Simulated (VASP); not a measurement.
Set up this calculation in VASP 6.6.1, as the native input.

- Task: relaxation of cell and atoms
- Functional: PBE
- Potentials or basis: VASP PAW PBE potentials, release 64 (Zn, Te, O)
- Cutoff: 600 eV
- k mesh: 6 × 6 × 4
- Occupations: gaussian, width 0.1 eV
- Spin: no spin polarisation
- Dipole correction: no
- Further INCAR settings: ALGO = Normal; EDIFF = 1e-07; IBRION = 2; EDIFFG = -0.04; NSW = 90; ISIF = 3

The structure of ZnTe2O3 lies in POSCAR:

```
ZnTe2O3
1.0
    5.3594875700      0.0000000000      0.0000000000
   -2.6797437800      4.6414523800      0.0000000000
    0.0000000000      0.0000000000      4.2095423200
Zn Te O
1 2 3
Direct
    0.0000000000      0.0000000000      0.0000000000
    0.3333333300      0.6666666700      0.0000000000
    0.6666666700      0.3333333300      0.0000000000
    0.5000000000      0.0000000000      0.5000000000
    0.5000000000      0.5000000000      0.5000000000
    0.0000000000      0.5000000000      0.5000000000
```

The cell was built from a structure type or drawn by symmetry, and may not be a known phase.

These files were run (other wordings do the same):

INCAR

```
ALGO = Normal ; EDIFF = 1E-7
EDIFFG = -0.04 ; ENCUT = 600
GGA = PE ; IBRION = 2
ISIF = 3 ; ISMEAR = 0
LASPH = True ; LCHARG = False
LREAL = False ; LWAVE = False
NELM = 100 ; NSW = 90
PREC = Accurate ; SIGMA = 0.1
```

KPOINTS

```
k-points
0
Gamma
  6 6 4
```

Potentials or basis: VASP PAW PBE potentials, release 64 (Zn, Te, O).

The run is started by

```console
$ cat potpaw_PBE.64/Zn/POTCAR potpaw_PBE.64/Te/POTCAR potpaw_PBE.64/O/POTCAR > POTCAR
$ mpirun -np 1 vasp_std > vasp.out
```

Results of the run:

```json
{
 "Relaxed volume": "16.51 Å³/atom",
 "Relaxed cell": "a = 5.904 Å, b = 5.904 Å, c = 3.282 Å, α = 90.00°, β = 90.00°, γ = 120.00°",
 "Space group after relaxing (to 0.1 Å)": "P6/mmm (No. 191)",
 "Energy gained by relaxing": "532.7 meV/atom",
 "Ionic steps": "12",
 "Pressure after relaxing": "0.0 GPa",
 "Band gap on the k mesh": "zero (bands 21 and 22 overlap by 1.84 eV)"
}
```

Caveat: the k points lie up to 0.48 Å⁻¹ apart in the final cell, too coarse for converged energies and pressures of a metal; a cell axis changed by over 15 % at a fixed basis, so the end point is rough; spin-orbit coupling is left out, which moves the levels of the heavy elements.

Run time: 6.2 min on 1 thread of Intel(R) Xeon(R) 6975P-C (Granite Rapids), with other jobs on the host, peak memory 0.33 GiB.
